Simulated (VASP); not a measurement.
Input of a VASP 6.6.1 run:

File INCAR:

```
ALGO = Fast
EDIFF = 1E-6
ENCUT = 520
GGA = PE
ISIF = 2
ISMEAR = 0
LASPH = True
LCHARG = False
LREAL = False
LWAVE = False
NBANDS = 29
NELM = 100
PREC = Accurate
SIGMA = 0.1
```

KPOINTS

```
k-points
0
Gamma
  10 10 10
```

The input POSCAR:

```
RbHg
1.0
    0.0000000000      4.4122606802      4.4122606802
    4.4122606802      0.0000000000      4.4122606802
    4.4122606802      4.4122606802      0.0000000000
Rb Hg
2 2
Direct
    0.5000000000      0.5000000000      0.5000000000
    0.7500000000      0.7500000000      0.7500000000
    0.0000000000      0.0000000000      0.0000000000
    0.2500000000      0.2500000000      0.2500000000
```

Potentials or basis: VASP PAW PBE potentials, release 64 (Rb_sv, Hg).

Run with:

```bash
$ cat potpaw_PBE.64/Rb_sv/POTCAR potpaw_PBE.64/Hg/POTCAR > POTCAR
$ mpirun -np 1 vasp_std > vasp.out
```

Task: What does it give for the band gap on the k mesh?

Result: Zero (band 21 reaches 2.36 eV, above the bottom of band 22 at 0.98 eV).

Task: What does it give for the pressure?

Result: 0.0 GPa.

Caveat: spin-orbit coupling is left out, which moves the levels of the heavy elements.
